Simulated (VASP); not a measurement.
Write the native input for VASP 6.6.1 that does the following.

```
Task                   : relaxation of cell and atoms
Functional             : LDA
Potentials or basis    : VASP PAW LDA potentials, release 64 (Ir)
Cutoff                 : 500 eV
k mesh                 : 16 × 16 × 16
Occupations            : fermi-dirac, width 0.15 eV
Spin                   : no spin polarisation
Dipole correction      : no
Further INCAR settings : ALGO = Normal; EDIFF = 1e-07; IBRION = 2; EDIFFG = -0.001; NSW = 80; ISIF = 3
```

The structure of Ir lies in POSCAR:

```
Ir
1.0
   -1.5297808836      1.5297808836      1.5297808836
    1.5297808836     -1.5297808836      1.5297808836
    1.5297808836      1.5297808836     -1.5297808836
Ir
1
Direct
    0.0000000000      0.0000000000      0.0000000000
```

These files were run (other wordings do the same):

INCAR

```
SYSTEM = Ir
ALGO = Normal
EDIFF = 1E-7
EDIFFG = -0.001
ENCUT = 500
GGA = CA
GGA_COMPAT = .False.
IBRION = 2
ISIF = 3
ISMEAR = -1
LASPH = .True.
LCHARG = .False.
LREAL = .False.
LWAVE = .False.
NELM = 120
NELMIN = 4
NSW = 80
PREC = Accurate
SIGMA = 0.15
```

KPOINTS

```
k-points
0
Gamma
  16 16 16
  0 0 0
```

Potentials or basis: VASP PAW LDA potentials, release 64 (Ir).

Launch:

```console
$ cat potpaw_LDA.64/Ir/POTCAR > POTCAR
$ mpirun -np 1 vasp_std > vasp.out
```

It gave:

```
Relaxed volume                         : 14.45 Å³/atom
Relaxed cell                           : a = 2.658 Å, b = 2.658 Å, c = 2.658 Å, α = 109.47°, β = 109.47°, γ = 109.47°
Space group after relaxing (to 0.05 Å) : Im-3m (No. 229)
Energy gained by relaxing              : 1.4 meV/atom
Ionic steps                            : 13
Pressure after relaxing                : 0.0 GPa
```

Wall time 62 s on 1 thread of AMD EPYC 9R45 (Zen 5), with other jobs on the host, peak memory 0.11 GiB.
